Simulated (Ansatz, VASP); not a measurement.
One calculation of InSe, two programs

```
In Se
1.0
     2.00000    1.15470    8.44000
    -2.00000    1.15470    8.44000
     0.00000   -2.30940    8.44000
In Se
2 2
Direct
  0.88860 0.88860 0.88860
  0.00000 0.00000 0.00000
  0.17190 0.17190 0.17190
  0.38350 0.38350 0.38350
```

Alike in both runs: functional PBEsol-based screened hybrid; k mesh 4 × 4 × 4; occupations fermi-dirac, width 0.05 eV; no spin polarisation.

```csv
,VASP,Ansatz
version,VASP 6.6.1,Ansatz 0.2.0
potentials or method,"VASP PAW PBE potentials, release 64 (In_d, Se)",Ansatz PAW
plane-wave cutoff (eV),520,420
valence electrons in the cell,38,58
task,single point,band structure
```

VASP gave:

```
gap on the k mesh at the Fermi level (eV)                     : 1.06
least direct gap on the mesh (eV)                             : 1.06
pressure (GPa)                                                : -0.7
traceless stress, the component that is largest in VASP (GPa) : -0.87
rms of the force components (eV/Å)                            : 0.085
```

Problem. What did Ansatz give for the same quantities?

Solution. gap on the k mesh at the Fermi level (eV): 1.07; least direct gap on the mesh (eV): 1.07; pressure (GPa): -0.6; traceless stress, the component that is largest in VASP (GPa): -0.89; rms of the force components (eV/Å): 0.086.

VASP's potentials were made for PBE, not for PBEsol-based screened hybrid. Atom by atom the forces differ by 0.001 eV/Å (rms over components). With one functional, cell and mesh, what is left measures potentials, basis and numerics. VASP's potentials hold 38 valence electrons a cell and Ansatz's 58, so a difference there can come from the potentials and not from the codes.

The k mesh is coarse, so the values compare programs but aren't converged.
